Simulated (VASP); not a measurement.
# TaSi2 (P6_222) in VASP: relaxation of cell and atoms with PBEsol

Aim: the relaxation of cell and atoms of TaSi2 with PBEsol.

Program: VASP 6.6.1. These are calculated values, not measurements. Logs are shortened: lines on timing, memory, paths and dates and some standing lists are left out, and cuts for length are marked.

## (1) The cell of the first run

The structure is hexagonal, space group P6_222 (No. 180). The conventional cell has a = 4.761 Å, b = 4.761 Å, c = 6.558 Å, α = 90.00°, β = 90.00°, γ = 120.00°. Ta (site symmetry 222) has 10 Si at 2.60 to 2.81 Å and 4 Ta at 3.23 Å within 3.4 Å. Within 3.4 Å of Si (site symmetry 2) lie 9 Si at 2.55 to 3.31 Å and 5 Ta at 2.60 to 2.81 Å.

## (2) Relaxation of cell and atoms, PBEsol

Input file INCAR:

```
PREC = Accurate
ENCUT = 600
EDIFF = 1E-7
ISMEAR = -1
SIGMA = 0.15
LREAL = False
LASPH = True
NELM = 100
ALGO = Fast
ISIF = 3
LWAVE = False
LCHARG = False
GGA = PS
IBRION = 2
NSW = 80
EDIFFG = -0.001
```

Input file KPOINTS:

```
regular mesh
0
Gamma
  9 9 6
```

Input file POSCAR:

```
TaSi2
1.0
    4.7613181298      0.0000000029      0.0000000000
   -2.3806590674      4.1234224545      0.0000000000
    0.0000000000      0.0000000000      6.5578972695
Ta Si
3 6
Direct
    0.0000000000      0.5000000000      0.1666666667
    0.5000000000      0.5000000000      0.8333333333
    0.5000000000      0.0000000000      0.5000000000
    0.8407545509      0.6815091018      0.5000000000
    0.1592454491      0.8407545509      0.8333333333
    0.6815091018      0.8407545509      0.1666666667
    0.1592454491      0.3184908982      0.5000000000
    0.8407545509      0.1592454491      0.8333333333
    0.3184908982      0.1592454491      0.1666666667
```

Potentials or basis: VASP PAW PBE potentials, release 64 (Ta_pv, Si).

Run with:

```sh
cat potpaw_PBE.64/Ta_pv/POTCAR potpaw_PBE.64/Si/POTCAR > POTCAR
mpirun -np 1 vasp_std > vasp.out
```

OUTCAR:

```text
PREC = Accurate
   ENCUT = 600
   EDIFF = 1E-7
   ISMEAR = -1
   LREAL = False
   LASPH = True
   NELM = 100
   ISIF = 3
   GGA = PS
   IBRION = 2
   NSW = 80
   EDIFFG = -0.001

 ion  position               nearest neighbor table
   1  0.000  0.500  0.167-   4 2.60   7 2.60   5 2.60   8 2.60   6 2.72   9 2.72   9 2.72   6 2.72
                             6 2.81   9 2.81   3 3.23   3 3.23   2 3.23   2 3.23
   2  0.500  0.500  0.833-   4 2.60   7 2.60   6 2.60   9 2.60   5 2.72   8 2.72   5 2.72   8 2.72
                             8 2.81   5 2.81   3 3.23   3 3.23   1 3.23   1 3.23
   3  0.500  0.000  0.500-   6 2.60   9 2.60   8 2.60   5 2.60   4 2.72   7 2.72   7 2.72   4 2.72
                             7 2.81   4 2.81   2 3.23   2 3.23   1 3.23   1 3.23
   4  0.841  0.682  0.500-   6 2.55   5 2.55   1 2.60   2 2.60   7 2.63   3 2.72   3 2.72   3 2.81
                             7 2.81   7 2.81
   5  0.159  0.841  0.833-   4 2.55   9 2.55   3 2.60   1 2.60   8 2.63   2 2.72   2 2.72   2 2.81
                             8 2.81   8 2.81
   6  0.682  0.841  0.167-   4 2.55   8 2.55   3 2.60   2 2.60   9 2.63   1 2.72   1 2.72   1 2.81
                             9 2.81   9 2.81
   7  0.159  0.318  0.500-   9 2.55   8 2.55   1 2.60   2 2.60   4 2.63   3 2.72   3 2.72   3 2.81
                             4 2.81   4 2.81
   8  0.841  0.159  0.833-   7 2.55   6 2.55   3 2.60   1 2.60   5 2.63   2 2.72   2 2.72   2 2.81
                             5 2.81   5 2.81
   9  0.318  0.159  0.167-   7 2.55   5 2.55   3 2.60   2 2.60   6 2.63   1 2.72   1 2.72   1 2.81
                             6 2.81   6 2.81

  LATTYP: Found a hexagonal cell.
 ALAT       =     4.7613181298
 C/A-ratio  =     1.3773281034

  Lattice vectors:

 A1 = (   4.7613181298,   0.0000000029,   0.0000000000)
 A2 = (  -2.3806590674,   4.1234224545,   0.0000000000)
 A3 = (   0.0000000000,   0.0000000000,   6.5578972695)

Analysis of symmetry for initial positions (statically):
=====================================================================
 Subroutine PRICEL returns:
 Original cell was already a primitive cell.

 Routine SETGRP: Setting up the symmetry group for a
 hexagonal supercell.

 Subroutine GETGRP returns: Found 12 space group operations
 (whereof  4 operations were pure point group operations)
 out of a pool of 24 trial point group operations.

The static configuration has the point symmetry D_2 .
 The point group associated with its full space group is D_6 .

Analysis of symmetry for dynamics (positions and initial velocities):
=====================================================================
 Subroutine PRICEL returns:
 Original cell was already a primitive cell.

 Routine SETGRP: Setting up the symmetry group for a
 hexagonal supercell.

 Subroutine GETGRP returns: Found 12 space group operations
 (whereof  4 operations were pure point group operations)
 out of a pool of 24 trial point group operations.

The dynamic configuration has the point symmetry D_2 .
 The point group associated with its full space group is D_6 .

 Subroutine INISYM returns: Found 12 space group operations
 (whereof  4 operations are pure point group operations),
 and found     1 'primitive' translations

----------------------------------------------------------------------------------------

                                     Primitive cell

  volume of cell :     128.7507

  direct lattice vectors                    reciprocal lattice vectors
     4.761318130  0.000000003  0.000000000     0.210025874  0.121258495  0.000000000
    -2.380659067  4.123422455  0.000000000    -0.000000000  0.242516989  0.000000000
     0.000000000  0.000000000  6.557897269     0.000000000  0.000000000  0.152487903

  length of vectors
     4.761318130  4.761318130  6.557897269     0.242516989  0.242516989  0.152487903

  position of ions in fractional coordinates (direct lattice)
     0.000000000  0.500000000  0.166666667
     0.500000000  0.500000000  0.833333333
     0.500000000  1.000000000  0.500000000
     0.840754551  0.681509102  0.500000000
     0.159245449  0.840754551  0.833333333
     0.681509102  0.840754551  0.166666667
     0.159245449  0.318490898  0.500000000
     0.840754551  0.159245449  0.833333333
     0.318490898  0.159245449  0.166666667

  ion indices of the primitive-cell ions
   primitive index   ion index
                 1           1
                 2           2
                 3           3
                 4           4
                 5           5
                 6           6
                 7           7
                 8           8
                 9           9

----------------------------------------------------------------------------------------

 KPOINTS: regular mesh

Automatic generation of k-mesh.
 Grid dimensions read from file:
 generate k-points for:    9    9    6

 Generating k-lattice:

  Cartesian coordinates                     Fractional coordinates (reciprocal lattice)
     0.023336208  0.013473166  0.000000000     0.111111111  0.000000000  0.000000000
    -0.000000000  0.026946332  0.000000000     0.000000000  0.111111111  0.000000000
     0.000000000  0.000000000  0.025414650     0.000000000  0.000000000  0.166666667

  Length of vectors
     0.026946332  0.026946332  0.025414650

  Shift w.r.t. Gamma in fractional coordinates (k-lattice)
     0.000000000  0.000000000  0.000000000

 Subroutine IBZKPT returns following result:
 ===========================================

 Found     48 irreducible k-points:

 Following reciprocal coordinates:
            Coordinates               Weight
  0.000000  0.000000  0.000000      1.000000
  0.111111  0.000000  0.000000      6.000000
  0.222222  0.000000  0.000000      6.000000
  0.333333 -0.000000  0.000000      6.000000
  0.444444  0.000000  0.000000      6.000000
  0.111111  0.111111  0.000000      6.000000
[... 16 lines left out ...]
  0.333333  0.222222  0.166667     24.000000
  0.333333  0.333333  0.166667      4.000000
 [... further k-points ...]
   k-points           NKPTS =     48   k-points in BZ     NKDIM =     48   number of bands    NBANDS=     34
   number of dos      NEDOS =    301   number of ions     NIONS =      9
   total plane-waves  NPLWV =  86400
   dimension x,y,z NGX =    40 NGY =   40 NGZ =   54
   dimension x,y,z NGXF=    80 NGYF=   80 NGZF=  108
   ions per type =               3   6
   NGX,Y,Z   is equivalent  to a cutoff of  13.97, 13.97, 13.69 a.u.
   NGXF,Y,Z  is equivalent  to a cutoff of  27.93, 27.93, 27.38 a.u.
 SYSTEM =  unknown system
   PREC   = accura    normal or accurate (medium, high low for compatibility)
   ISTART =      0    job   : 0-new  1-cont  2-samecut
   ICHARG =      2    charge: 1-file 2-atom 10-const
   ISPIN  =      1    spin polarized calculation?
   LNONCOLLINEAR =      F non collinear calculations
   LSORBIT =      F    spin-orbit coupling
   LASPH  =      T    aspherical Exc in radial PAW
   ENCUT  =  600.0 eV  44.10 Ry    6.64 a.u.   9.51  9.51 13.10*2*pi/ulx,y,z
   NELM   =    100;   NELMIN=  2; NELMDL= -5     # of ELM steps
   EDIFF  = 0.1E-06   stopping-criterion for ELM
   LREAL  =      F    real-space projection
   EDIFFG = -.1E-02   stopping-criterion for IOM
   NSW    =     80    number of steps for IOM
   IBRION =      2    ionic relax: 0-MD 1-quasi-New 2-CG
   NFREE  =      1    steps in history (QN), initial steepest desc. (CG)
   ISIF   =      3    stress and relaxation
   ISYM   =      2    0-nonsym 1-usesym 2-fastsym
   POTIM  = 0.5000    time-step for ionic-motion
   TEBEG  =    0.0;   TEEND  =   0.0 temperature during run
   PSTRESS=    0.0 pullay stress
   NELECT =      57.0000    total number of electrons
   NUPDOWN=      -1.0000    fix difference up-down
   EMIN   =  10.00;   EMAX   =-10.00  energy-range for DOS
   EFERMI =   0.00;   METHOD = LEGACY
   ISMEAR =    -1;   SIGMA  =   0.15  broadening in eV -4-tet -1-fermi 0-gaus
   EFERMI_NEDOS =   21; number of points for ismear=-14 and -15
   IALGO  =     68    algorithm
   IMIX   =      4    mixing-type and parameters
     AMIX     =   0.40;   BMIX     =  1.00
     AMIX_MAG =   1.60;   BMIX_MAG =  1.00
  volume/ion in A,a.u.               =      14.31        96.54
  Fermi-wavevector in a.u.,A,eV,Ry     =   1.247718  2.357846 21.181565  1.556801
  Thomas-Fermi vector in A             =   2.381838
   LORBIT       =      0    0 simple, 1 ext, 2 COOP (PROOUT), +10 PAW based schemes
   GGA     = PS    functional components
   LHFCALC =     F    Hartree Fock is set to
   AEXX    =    0.0000 exact exchange contribution
   IVDW    =     0    specifies the selected vdW correction
   LEPSILON=     F    determine dielectric tensor
   LRPA    =     F    only Hartree local field effects (RPA)
 conjugate gradient relaxation of ions
 non-spin polarized calculation
 RMM-DIIS sequential band-by-band and
  energy-cutoff  :      600.00
  volume of cell :      128.75
 maximum number of plane-waves:      4335
 NGX is ok and might be reduce to    40
   NGX = 19   NGY = 19   NGZ = 27

--------------------------------------- Ionic step        1  -------------------------------------------

 number of electron      56.9999998 magnetization

 Free energy of the ion-electron system (eV)
  ---------------------------------------------------
  ext. energy  EPLUGINS =         0.00000000
  ---------------------------------------------------
  free energy    TOTEN  =       -77.46205672 eV

  energy without entropy =      -77.25217663  energy(sigma->0) =      -77.35711667

------------------------ aborting loop because EDIFF is reached ----------------------------------------

  FORCE on cell =-STRESS in cart. coord.  units (eV):
  Direction    XX          YY          ZZ          XY          YZ          ZX
  --------------------------------------------------------------------------------------
  -------------------------------------------------------------------------------------
  Total        0.1271133      0.1271133      0.5750150      0.0000000      0.0000000      0.0000000
  in kB        1.5818019      1.5818019      7.1555020      0.0000000      0.0000000      0.0000000
  external PRESSURE =       3.4397019 kB  Pullay stress =       0.0000000 kB
[... 329 lines left out ...]
  energy  without entropy=      -77.2509588588  energy(sigma->0) =      -77.35711349

--------------------------------------- Ionic step        9  -------------------------------------------

 number of electron      56.9999997 magnetization

 Free energy of the ion-electron system (eV)
  ---------------------------------------------------
  ext. energy  EPLUGINS =         0.00000000
  ---------------------------------------------------
  free energy    TOTEN  =       -77.46326897 eV

  energy without entropy =      -77.25096063  energy(sigma->0) =      -77.35711480

 E-fermi :   9.3622     XC(G=0): -12.1958

 val. band max:        9.3585331147   @ k =   0.3333   0.1111   0.3333
 cond. band min:       9.3691456705   @ k =   0.3333   0.1111   0.5000
 fundamental gap:      0.0106125558
 Fermi energy:         9.3621884131

 k-point     1 :       0.0000    0.0000    0.0000
  band No.  band energies     occupation
      1     -24.9200      2.00000
      2     -24.9200      2.00000
      3     -24.9085      2.00000
      4     -24.8436      2.00000
      5     -24.8436      2.00000
      6     -24.7502      2.00000
[... 877 lines left out ...]
     33      11.6545      0.00000
     34      11.7956      0.00000

 [... further k-points ...]

------------------------ aborting loop because EDIFF is reached ----------------------------------------

  FORCE on cell =-STRESS in cart. coord.  units (eV):
  Direction    XX          YY          ZZ          XY          YZ          ZX
  --------------------------------------------------------------------------------------
  -------------------------------------------------------------------------------------
  Total       -0.0003198     -0.0003198      0.0000601     -0.0000000      0.0000000      0.0000000
  in kB       -0.0039735     -0.0039735      0.0007462     -0.0000000      0.0000000      0.0000000
  external PRESSURE =      -0.0024002 kB  Pullay stress =       0.0000000 kB
[... 24 lines left out ...]
  FREE ENERGIE OF THE ION-ELECTRON SYSTEM (eV)
  ---------------------------------------------------
  free  energy   TOTEN  =       -77.4632689660 eV

  energy  without entropy=      -77.2509606338  energy(sigma->0) =      -77.35711480

 reached required accuracy - stopping structural energy minimisation
```

Run time: 31 min. Hardware: 1 thread of Oxide Virtual Turin-like, shared host; peak memory 0.4 GiB.

Results:

```
Free energy                           : -77.4633 eV
Relaxed volume                        : 14.33 Å³/atom
Relaxed cell                          : a = 4.761 Å, b = 4.761 Å, c = 6.569 Å, α = 90.00°, β = 90.00°, γ = 120.00°
Space group after relaxing (to 0.1 Å) : P6_222 (No. 180)
Energy gained by relaxing             : 0.1 meV/atom
Ionic steps                           : 9
Pressure after relaxing               : 0.0 GPa
Band gap on the k mesh                : zero (an odd number of electrons rules out a gap without spin polarisation)
```

The path:
| step | energy change (eV) | largest force (eV/Å) | pressure (GPa) | volume (Å³) |
| --- | --- | --- | --- | --- |
| 1 | 0.0000 | 0.0478 | 0.34 | 128.75 |
| 2 | -0.0003 | 0.0240 | -0.57 | 129.32 |
| 3 | -0.0009 | 0.0338 | -0.20 | 129.09 |
| 4 | -0.0009 | 0.0349 | -0.16 | 129.06 |
| 5 | -0.0012 | 0.0095 | 0.00 | 128.94 |
| 6 | -0.0012 | 0.0060 | 0.02 | 128.93 |
| 7 | -0.0012 | 0.0054 | 0.02 | 128.92 |
| 8 | -0.0012 | 0.0015 | 0.00 | 128.95 |
| 9 | -0.0012 | 0.0003 | 0.00 | 128.95 |

Final structure:
```
Ta Si
1.0
     4.76075    0.00000    0.00000
    -2.38038    4.12293    0.00000
     0.00000    0.00000    6.56944
Ta Si
3 6
Cartesian
  -1.1902 2.0615 1.0949
  1.1902 2.0615 5.4745
  2.3804 0.0000 3.2847
  2.3804 2.8059 3.2847
  -1.2398 3.4644 5.4745
  1.2398 3.4644 1.0949
  0.0000 1.3170 3.2847
  3.6202 0.6585 5.4745
  1.1406 0.6585 1.0949
```

Caveat: the PAW data sets were made with another functional, which shifts forces and pressure a little; spin-orbit coupling is left out, which moves the levels of the heavy elements; an odd number of electrons without spin polarisation forces a metal; a magnetic or distorted state may lie lower.
